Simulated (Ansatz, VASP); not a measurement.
One calculation of Co, two programs

File INCAR:

```
PREC = Accurate
ENCUT = 520
EDIFF = 1E-6
ISMEAR = -1
SIGMA = 0.05
LREAL = F
LASPH = T
NELM = 150
ALGO = Fast
ISIF = 2
LWAVE = F
LCHARG = F
ISPIN = 2
MAGMOM = 0.68 -2.21
LORBIT = 11
LMAXMIX = 4
GGA = PS
NBANDS = 20
```

KPOINTS

```
Automatic mesh
0
Gamma
  12 12 7
```

The input POSCAR:

```
Co
1.0
    2.4719999032      0.0000000000      0.0000000000
   -1.2359999516      2.1408147143      0.0000000000
    0.0000000000      0.0000000000      4.0211440800
Co
2
Direct
    0.6666666667      0.3333333333      0.7500000000
    0.3333333333      0.6666666667      0.2500000000
```

File input.yaml:

```yaml
crystal:
  lattice:
    - [2.4719999032, 0.0, 0.0]
    - [-1.2359999516, 2.1408147143, 0.0]
    - [0.0, 0.0, 4.02114408]
  atoms:
    - { symbol: Co, position: [0.6666666667, 0.3333333333, 0.75], spin: 0.68 }
    - { symbol: Co, position: [0.3333333333, 0.6666666667, 0.25], spin: -2.21 }
hamiltonian:
  xc: pbesol
  pseudopotentials: { kind: paw }
magnetization:
  spin_polarized: true
kpoints:
  mp_grid: { grid: [12, 12, 7] }
scf:
  occupations: { method: fermi_dirac, width: 0.05 }
output:
  forces: true
  stress: true
  eigenvalues: true
```

Alike in both runs: task single point; functional PBEsol; k mesh 12 × 12 × 7; occupations fermi-dirac, width 0.05 eV; collinear spin.

|  | VASP | Ansatz |
| --- | --- | --- |
| version | VASP 6.6.1 | Ansatz 0.2.0 |
| potentials or method | VASP PAW PBE potentials, release 64 (Co) | Ansatz PAW |
| plane-wave cutoff (eV) | 520 | 420 |
| valence electrons in the cell | 18 | 34 |

|  | VASP | Ansatz | Ansatz less VASP |
| --- | --- | --- | --- |
| gap on the k mesh at the Fermi level (eV) | none | none | - |
| pressure (GPa) | -14.5 | -5.8 | +8.77 |
| traceless stress, the component that is largest in VASP (GPa) | -1.17 | -1.88 | -0.702 |
| net moment per atom (μB) | 0.00 | 1.60 | +1.597 |
| size of the moment on the site where the two differ most (μB) | 0.76 | 1.66 | +0.909 |

The net moments are unlike, so the other rows may belong to different states. VASP's potentials were made for PBE, not for PBEsol. Site moments also hang on the region over which each program counts them. A gap of «none» marks a metal or a gap that the smearing closes. VASP's potentials hold 18 valence electrons a cell and Ansatz's 34, so a difference there can come from the potentials and not from the codes.
